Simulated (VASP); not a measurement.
# AlGa3N4 (P-43m) in VASP: notebook

Runs on AlGa3N4. Level: LDA. Tasks: single point.

Program: VASP 6.6.1. These are calculated values, not measurements. Logs are shortened: lines on timing, memory, paths and dates and some standing lists are left out, and cuts for length are marked.

### 1 The cell of the first run

The structure is cubic, space group P-43m (No. 215). The conventional cell has a = 4.294 Å, b = 4.294 Å, c = 4.294 Å, α = 90.00°, β = 90.00°, γ = 90.00°. Al (site symmetry -43m) has 4 N at 1.82 Å within 2.4 Å. Ga (site symmetry -42m) has 4 N at 1.87 Å within 2.5 Å. Within 2.4 Å of N (site symmetry 3m) lie 1 Al at 1.82 Å and 3 Ga at 1.87 Å.

### 2 Single point, LDA

File INCAR:

```
SYSTEM = AlGa3N4
ALGO     = Normal         ! electronic algorithm
EDIFF    = 1E-7           ! SCF threshold, eV
ENCUT    = 520            ! plane-wave cutoff, eV
GGA      = CA             ! functional
ISIF     = 2              ! what is computed and relaxed
ISMEAR   = 0              ! smearing method
LASPH    = .TRUE.         ! aspherical terms in the spheres
LCHARG   = .FALSE.        ! write CHGCAR
LREAL    = .FALSE.        ! projectors in reciprocal space
LWAVE    = .FALSE.        ! write WAVECAR
NBANDS   = 41             ! bands
NELM     = 100            ! most SCF steps
PREC     = Accurate       ! precision mode
SIGMA    = 0.05           ! smearing width, eV
```

File KPOINTS:

```
k-points
0
G
  6 6 6
  0 0 0
```

File POSCAR:

```
AlGa3N4
1.0
    4.2939496006      0.0000000000      0.0000000000
    0.0000000000      4.2939496006      0.0000000000
    0.0000000000      0.0000000000      4.2939496006
Al Ga N
1 3 4
Direct
    0.0000000000      0.0000000000      0.0000000000
    0.5000000000      0.5000000000      0.0000000000
    0.5000000000      0.0000000000      0.5000000000
    0.0000000000      0.5000000000      0.5000000000
    0.7548078379      0.7548078379      0.2451921621
    0.7548078379      0.2451921621      0.7548078379
    0.2451921621      0.7548078379      0.7548078379
    0.2451921621      0.2451921621      0.2451921621
```

Potentials or basis: VASP PAW LDA potentials, release 64 (Al, Ga_d, N).

Launch:

```console
$ cat potpaw_LDA.64/Al/POTCAR potpaw_LDA.64/Ga_d/POTCAR potpaw_LDA.64/N/POTCAR > POTCAR
$ mpirun -np 1 vasp_std > vasp.out
```

OUTCAR:

```text
SYSTEM = AlGa3N4
   EDIFF = 1E-7
   ENCUT = 520
   GGA = CA
   ISIF = 2
   ISMEAR = 0
   LASPH = .TRUE.
   LREAL = .FALSE.
   NELM = 100
   PREC = Accurate

 ion  position               nearest neighbor table
   1  0.000  0.000  0.000-   5 1.82   6 1.82   7 1.82   8 1.82   3 3.04   4 3.04   2 3.04   3 3.04
                             4 3.04   2 3.04   4 3.04   4 3.04   2 3.04   3 3.04   3 3.04   2 3.04
   2  0.500  0.500  0.000-   5 1.87   6 1.87   7 1.87   8 1.87   1 3.04   1 3.04   1 3.04   1 3.04

   3  0.500  0.000  0.500-   5 1.87   6 1.87   7 1.87   8 1.87   1 3.04   1 3.04   1 3.04   1 3.04

   4  0.000  0.500  0.500-   5 1.87   6 1.87   7 1.87   8 1.87   1 3.04   1 3.04   1 3.04   1 3.04

   5  0.755  0.755  0.245-   1 1.82   2 1.87   3 1.87   4 1.87
   6  0.755  0.245  0.755-   1 1.82   2 1.87   3 1.87   4 1.87
   7  0.245  0.755  0.755-   1 1.82   2 1.87   3 1.87   4 1.87
   8  0.245  0.245  0.245-   1 1.82   2 1.87   3 1.87   4 1.87

  LATTYP: Found a simple cubic cell.
 ALAT       =     4.2939496006

  Lattice vectors:

 A1 = (   4.2939496006,   0.0000000000,   0.0000000000)
 A2 = (   0.0000000000,   4.2939496006,   0.0000000000)
 A3 = (   0.0000000000,   0.0000000000,   4.2939496006)

Analysis of symmetry for initial positions (statically):
=====================================================================
 Subroutine PRICEL returns:
 Original cell was already a primitive cell.

 Routine SETGRP: Setting up the symmetry group for a
 simple cubic supercell.

 Subroutine GETGRP returns: Found 24 space group operations
 (whereof 24 operations were pure point group operations)
 out of a pool of 48 trial point group operations.

The static configuration has the point symmetry T_d .

Analysis of symmetry for dynamics (positions and initial velocities):
=====================================================================
 Subroutine PRICEL returns:
 Original cell was already a primitive cell.

 Routine SETGRP: Setting up the symmetry group for a
 simple cubic supercell.

 Subroutine GETGRP returns: Found 24 space group operations
 (whereof 24 operations were pure point group operations)
 out of a pool of 48 trial point group operations.

The dynamic configuration has the point symmetry T_d .

 Subroutine INISYM returns: Found 24 space group operations
 (whereof 24 operations are pure point group operations),
 and found     1 'primitive' translations

----------------------------------------------------------------------------------------

                                     Primitive cell

  volume of cell :      79.1719

  direct lattice vectors                    reciprocal lattice vectors
     4.293949601  0.000000000  0.000000000     0.232885826  0.000000000  0.000000000
     0.000000000  4.293949601  0.000000000     0.000000000  0.232885826  0.000000000
     0.000000000  0.000000000  4.293949601     0.000000000  0.000000000  0.232885826

  length of vectors
     4.293949601  4.293949601  4.293949601     0.232885826  0.232885826  0.232885826

  position of ions in fractional coordinates (direct lattice)
     0.000000000  0.000000000  0.000000000
     0.500000000  0.500000000  0.000000000
     0.500000000  0.000000000  0.500000000
     0.000000000  0.500000000  0.500000000
     0.754807838  0.754807838  0.245192162
     0.754807838  0.245192162  0.754807838
     0.245192162  0.754807838  0.754807838
     0.245192162  0.245192162  0.245192162

  ion indices of the primitive-cell ions
   primitive index   ion index
                 1           1
                 2           2
                 3           3
                 4           4
                 5           5
                 6           6
                 7           7
                 8           8

----------------------------------------------------------------------------------------

 KPOINTS: k-points

Automatic generation of k-mesh.
 Grid dimensions read from file:
 generate k-points for:    6    6    6

 Generating k-lattice:

  Cartesian coordinates                     Fractional coordinates (reciprocal lattice)
     0.038814304  0.000000000  0.000000000     0.166666667  0.000000000  0.000000000
     0.000000000  0.038814304  0.000000000     0.000000000  0.166666667  0.000000000
     0.000000000  0.000000000  0.038814304     0.000000000  0.000000000  0.166666667

  Length of vectors
     0.038814304  0.038814304  0.038814304

  Shift w.r.t. Gamma in fractional coordinates (k-lattice)
     0.000000000  0.000000000  0.000000000

 Subroutine IBZKPT returns following result:
 ===========================================

 Found     20 irreducible k-points:

 Following reciprocal coordinates:
            Coordinates               Weight
  0.000000  0.000000  0.000000      1.000000
  0.166667  0.000000  0.000000      6.000000
  0.333333  0.000000  0.000000      6.000000
  0.500000  0.000000  0.000000      3.000000
  0.166667  0.166667  0.000000     12.000000
  0.333333  0.166667  0.000000     24.000000
[... 12 lines left out ...]
  0.500000  0.500000  0.333333      6.000000
  0.500000  0.500000  0.500000      1.000000
   k-points           NKPTS =     20   k-points in BZ     NKDIM =     20   number of bands    NBANDS=     41
   number of dos      NEDOS =    301   number of ions     NIONS =      8
   total plane-waves  NPLWV =  32768
   dimension x,y,z NGX =    32 NGY =   32 NGZ =   32
   dimension x,y,z NGXF=    64 NGYF=   64 NGZF=   64
   ions per type =               1   3   4
   NGX,Y,Z   is equivalent  to a cutoff of  12.39, 12.39, 12.39 a.u.
   NGXF,Y,Z  is equivalent  to a cutoff of  24.78, 24.78, 24.78 a.u.
 SYSTEM =  AlGa3N4
   PREC   = accura    normal or accurate (medium, high low for compatibility)
   ISTART =      0    job   : 0-new  1-cont  2-samecut
   ICHARG =      2    charge: 1-file 2-atom 10-const
   ISPIN  =      1    spin polarized calculation?
   LNONCOLLINEAR =      F non collinear calculations
   LSORBIT =      F    spin-orbit coupling
   LASPH  =      T    aspherical Exc in radial PAW
   ENCUT  =  520.0 eV  38.22 Ry    6.18 a.u.   7.98  7.98  7.98*2*pi/ulx,y,z
   NELM   =    100;   NELMIN=  2; NELMDL= -5     # of ELM steps
   EDIFF  = 0.1E-06   stopping-criterion for ELM
   LREAL  =      F    real-space projection
   EDIFFG = 0.1E-05   stopping-criterion for IOM
   NSW    =      0    number of steps for IOM
   IBRION =     -1    ionic relax: 0-MD 1-quasi-New 2-CG
   NFREE  =      0    steps in history (QN), initial steepest desc. (CG)
   ISIF   =      2    stress and relaxation
   ISYM   =      2    0-nonsym 1-usesym 2-fastsym
   POTIM  = 0.5000    time-step for ionic-motion
   TEBEG  =    0.0;   TEEND  =   0.0 temperature during run
   PSTRESS=    0.0 pullay stress
   NELECT =      62.0000    total number of electrons
   NUPDOWN=      -1.0000    fix difference up-down
   EMIN   =  10.00;   EMAX   =-10.00  energy-range for DOS
   EFERMI =   0.00;   METHOD = LEGACY
   ISMEAR =     0;   SIGMA  =   0.05  broadening in eV -4-tet -1-fermi 0-gaus
   EFERMI_NEDOS =   21; number of points for ismear=-14 and -15
   IALGO  =     38    algorithm
   IMIX   =      4    mixing-type and parameters
     AMIX     =   0.40;   BMIX     =  1.00
     AMIX_MAG =   1.60;   BMIX_MAG =  1.00
  volume/ion in A,a.u.               =       9.90        66.78
  Fermi-wavevector in a.u.,A,eV,Ry     =   1.508974  2.851548 30.980504  2.277003
  Thomas-Fermi vector in A             =   2.619358
   LORBIT       =      0    0 simple, 1 ext, 2 COOP (PROOUT), +10 PAW based schemes
   GGA     = CA    functional components
   LHFCALC =     F    Hartree Fock is set to
   AEXX    =    0.0000 exact exchange contribution
   IVDW    =     0    specifies the selected vdW correction
   LEPSILON=     F    determine dielectric tensor
   LRPA    =     F    only Hartree local field effects (RPA)
 non-spin polarized calculation
 Gauss-broadening in eV      SIGMA  =   0.05
  energy-cutoff  :      520.00
  volume of cell :       79.17
 maximum number of plane-waves:      2176
 NGX is ok and might be reduce to    32
   NGX = 15   NGY = 15   NGZ = 15

 number of electron      62.0000018 magnetization

 Free energy of the ion-electron system (eV)
  ---------------------------------------------------
  ext. energy  EPLUGINS =         0.00000000
  ---------------------------------------------------
  free energy    TOTEN  =       -57.64097139 eV

  energy without entropy =      -57.64097139  energy(sigma->0) =      -57.64097139

 E-fermi :   6.8150     XC(G=0): -12.5612

 val. band max:        6.5267583319   @ k =   0.0000   0.0000   0.0000
 cond. band min:       9.7538949960   @ k =   0.0000   0.0000   0.0000
 fundamental gap:      3.2271366641
 Fermi energy:         6.8150229433

 k-point     1 :       0.0000    0.0000    0.0000
  band No.  band energies     occupation
      1     -10.0387      2.00000
      2      -8.3378      2.00000
      3      -8.3378      2.00000
      4      -8.3378      2.00000
      5      -6.8618      2.00000
      6      -6.8045      2.00000
[... 33 lines left out ...]
     40      18.0599      0.00000
     41      18.0605      0.00000

 k-point     2 :       0.1667    0.0000    0.0000
  band No.  band energies     occupation
      1      -9.9019      2.00000
      2      -8.3951      2.00000
      3      -8.3400      2.00000
      4      -8.3400      2.00000
      5      -6.8491      2.00000
      6      -6.8002      2.00000
[... 33 lines left out ...]
     40      18.3026      0.00000
     41      18.3031      0.00000

 k-point     3 :       0.3333    0.0000    0.0000
  band No.  band energies     occupation
      1      -9.5256      2.00000
      2      -8.6068      2.00000
      3      -8.3445      2.00000
      4      -8.3445      2.00000
      5      -6.8168      2.00000
      6      -6.7793      2.00000
[... 33 lines left out ...]
     40      18.7054      0.00000
     41      18.7927      0.00000

 k-point     4 :       0.5000    0.0000    0.0000
  band No.  band energies     occupation
      1      -9.0731      2.00000
      2      -8.9762      2.00000
      3      -8.3469      2.00000
      4      -8.3469      2.00000
      5      -6.7833      2.00000
      6      -6.7402      2.00000
[... 649 lines left out ...]
     40      17.4688      0.00000
     41      17.6635      0.00000

 k-point    19 :       0.5000    0.5000    0.3333
  band No.  band energies     occupation
      1      -8.7523      2.00000
      2      -8.5749      2.00000
      3      -8.5749      2.00000
      4      -8.5588      2.00000
      5      -6.8125      2.00000
      6      -6.8125      2.00000
[... 33 lines left out ...]
     40      17.2687      0.00000
     41      17.4930      0.00000

 k-point    20 :       0.5000    0.5000    0.5000
  band No.  band energies     occupation
      1      -8.7586      2.00000
      2      -8.5680      2.00000
      3      -8.5680      2.00000
      4      -8.5680      2.00000
      5      -6.8176      2.00000
      6      -6.8176      2.00000
[... 33 lines left out ...]
     40      16.9199      0.00000
     41      16.9199      0.00000

------------------------ aborting loop because EDIFF is reached ----------------------------------------

  FORCE on cell =-STRESS in cart. coord.  units (eV):
  Direction    XX          YY          ZZ          XY          YZ          ZX
  --------------------------------------------------------------------------------------
  -------------------------------------------------------------------------------------
  Total       11.9115880     11.9115880     11.9115880     -0.0000000      0.0000000     -0.0000000
  in kB      241.0512660    241.0512660    241.0512660     -0.0000000      0.0000000     -0.0000000
  external PRESSURE =     241.0512660 kB  Pullay stress =       0.0000000 kB

 VOLUME and BASIS-vectors are now :
 -----------------------------------------------------------------------------
  energy-cutoff  :      520.00
  volume of cell :       79.17
      direct lattice vectors                 reciprocal lattice vectors
     4.293949601  0.000000000  0.000000000     0.232885826  0.000000000  0.000000000
     0.000000000  4.293949601  0.000000000     0.000000000  0.232885826  0.000000000
     0.000000000  0.000000000  4.293949601     0.000000000  0.000000000  0.232885826

 POSITION                                       TOTAL-FORCE (eV/Angst)
 -----------------------------------------------------------------------------------
      0.00000      0.00000      0.00000        -0.000000      0.000000      0.000000
      2.14697      2.14697      0.00000        -0.000000     -0.000000      0.000000
      2.14697      0.00000      2.14697        -0.000000     -0.000000      0.000000
      0.00000      2.14697      2.14697        -0.000000     -0.000000      0.000000
      3.24111      3.24111      1.05284         0.045537      0.045537     -0.045537
      3.24111      1.05284      3.24111         0.045537     -0.045537      0.045537
      1.05284      3.24111      3.24111        -0.045537      0.045537      0.045537
      1.05284      1.05284      1.05284        -0.045537     -0.045537     -0.045537
 -----------------------------------------------------------------------------------
    total drift:                                0.000000      0.000000     -0.000000

  FREE ENERGIE OF THE ION-ELECTRON SYSTEM (eV)
  ---------------------------------------------------
  free  energy   TOTEN  =       -57.6409713917 eV

  energy  without entropy=      -57.6409713917  energy(sigma->0) =      -57.64097139
```

It took 71 s on 1 thread of Intel Xeon 8259CL, shared host; peak memory 0.19 GiB.

What came out:

- Free energy: -57.6410 eV
- Pressure: 24.1 GPa
- Largest force: 0.079 eV/Å
- Band gap on the k mesh: 3.23 eV

Forces on the atoms (eV/Å):
```
Al   0.000  0.000  0.000
Ga   0.000  0.000  0.000
Ga   0.000  0.000  0.000
Ga   0.000  0.000  0.000
N    0.046  0.046 -0.046
N    0.046 -0.046  0.046
N   -0.046  0.046  0.046
N   -0.046 -0.046 -0.046
```

Levels at points of the mesh, in eV from the valence-band top:
```
           k point  band 27  band 28  band 29  band 30  band 31  band 32  band 33  band 34  band 35  band 36
(0.00, 0.00, 0.00)    -2.83    -2.83     0.00     0.00     0.00     3.23     3.43     3.43     3.43     7.05
(0.50, 0.00, 0.00)    -2.84    -1.72    -1.72    -1.35    -1.35     5.36     5.43     6.41     6.41     8.55
(0.50, 0.50, 0.00)    -3.40    -1.14    -1.06    -1.06    -0.71     7.42     7.61     7.79     7.79     7.90
(0.50, 0.50, 0.50)    -0.87    -0.87    -0.76    -0.76    -0.76     5.83     5.83     5.83     7.04     9.53
```

Caveat: the cell stands under pressure. A k mesh can miss the band edges.

(Part 1 of 2 ends here.)
